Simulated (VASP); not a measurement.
Runs of VASP 6.6.1 on Al3BAs2. The structure is that of space group P4mm (No. 99), or close to it. The cells are those of the table. 

| task | cell | k mesh | cutoff (eV) | gap on the mesh (eV) | pressure (GPa) | largest force (eV/Å) |
| --- | --- | --- | --- | --- | --- | --- |
| single point | a = 4.649, b = 4.649, c = 5.477 Å, 6 atoms | 4 × 4 × 4 | 520 | none | (a) | 18.42 |
| single point | a = 4.391, b = 4.391, c = 5.804 Å, 6 atoms | 10 × 10 × 6 | 520 | none | 0.1 | 0.03 |
| single point | a = 4.298, b = 4.298, c = 5.932 Å, 6 atoms | 4 × 4 × 4 | 520 | none | 0.1 | 0.03 |
| relaxation of cell and atoms | relaxed from a = 4.649, b = 4.649, c = 5.477 Å, 6 atoms | 4 × 4 × 4 | 600 | none | 0.0 | 0.03 |
| single point | a = 4.370, b = 4.370, c = 5.867 Å, 6 atoms | 8 × 8 × 8 | 520 | none | 0.1 | 0.03 |

Alike in all rows: level PBE; potentials or basis VASP PAW PBE potentials, release 64 (Al, B, As); no spin polarisation; smearing gaussian 0.1 eV.

Question: Estimate the missing entries.

Answer: (a) 13.4.

Caveats: some runs use coarse meshes; forces of over 1 eV/Å act on the atoms, so gaps and moduli don't describe the material at rest (some runs).

A k mesh can miss the band edges, and the runs leave out spin-orbit coupling on As.

A gap of «none» marks levels without a gap at the run's occupations.
